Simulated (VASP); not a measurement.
The system is BiO.

```
Bi O
1.0
     3.74772    0.00000    0.00000
     0.00000    3.74772    0.00000
     0.00000    0.00000    5.30008
Bi O
2 2
Direct
  0.50000 0.00000 0.75000
  0.00000 0.50000 0.25000
  0.00000 0.00000 0.00000
  0.50000 0.50000 0.00000
```

This cell differs from its parent crystal: atoms taken out.

| Item | Value |
| --- | --- |
| Program | VASP 6.6.1 |
| Task | relaxation of cell and atoms |
| Functional | PBE |
| Potentials or basis | VASP PAW PBE potentials, release 64 (Bi_d, O_h) |
| Cutoff | 910 eV |
| k mesh | 4 × 4 × 4 |
| Occupations | gaussian, width 0.1 eV |
| Spin | no spin polarisation |

At the start: pressure 9.9 GPa; volume 18.61 Å³/atom.

Question: Where does the relaxation end?

Answer: Over 23 steps the energy falls by 74.7 meV/atom and the volume is 19.68 Å³/atom (+5.8 %); space group P4/nmm (No. 129, to 0.1 Å) before and after.

The path:
| step | energy change (eV) | largest force (eV/Å) | pressure (GPa) | volume (Å³) |
| --- | --- | --- | --- | --- |
| 1 | 0.0000 | 0.9727 | 9.93 | 74.44 |
| 2 | 0.0078 | 1.4920 | -7.67 | 87.55 |
| 3 | -0.2025 | 0.4238 | -0.17 | 80.53 |
| 4 | -0.2432 | 0.1068 | -0.35 | 81.31 |
| 5 | -0.2581 | 0.0531 | -0.52 | 81.98 |
| 6 | -0.2623 | 0.0499 | -0.60 | 82.30 |
| 7 | -0.2696 | 0.0344 | -0.77 | 82.91 |
| 8 | -0.2634 | 0.1341 | -1.42 | 84.04 |
| 9 | -0.2715 | 0.0476 | -0.97 | 83.20 |
| 10 | -0.2739 | 0.3375 | 1.14 | 81.19 |
| 11 | -0.2758 | 0.2167 | 0.27 | 82.01 |
| 12 | -0.2834 | 0.1738 | 0.16 | 81.38 |
| 13 | -0.2956 | 0.0721 | 0.02 | 79.47 |
| 14 | -0.2957 | 0.0563 | 0.07 | 79.21 |
| 15 | -0.2957 | 0.0656 | 0.02 | 79.36 |
| 16 | -0.2957 | 0.0617 | 0.02 | 79.29 |
| 17 | -0.2967 | 0.0157 | -0.27 | 79.34 |
| 18 | -0.2969 | 0.0539 | -0.76 | 79.41 |
| 19 | -0.2970 | 0.0245 | -0.61 | 79.39 |
| 20 | -0.2973 | 0.0243 | -0.59 | 79.33 |
| 21 | -0.2979 | 0.0279 | -0.52 | 79.16 |
| 22 | -0.2984 | 0.0565 | -0.35 | 78.82 |
| 23 | -0.2987 | 0.0311 | -0.22 | 78.74 |

Final structure:
```yaml
crystal:
  lattice:
    - [4.01786, 0.00000, 0.00000]
    - [0.00000, 4.01786, 0.00000]
    - [0.00000, 0.00000, 4.87745]
  atoms:
    - { symbol: Bi, position: [0.50000, 0.00000, 0.73917] }
    - { symbol: Bi, position: [0.00000, 0.50000, 0.26083] }
    - { symbol: O, position: [0.00000, 0.00000, 0.00000] }
    - { symbol: O, position: [0.50000, 0.50000, 0.00000] }
```

Caveat: the k points lie up to 0.39 Å⁻¹ apart in the final cell, too coarse for converged energies and pressures of a metal; the cell differs from its parent crystal (atoms taken out); the cutoff is under 1.25 times the usual one of these potentials, so pressure, stress and relaxed cells hold a basis-set (Pulay) error.
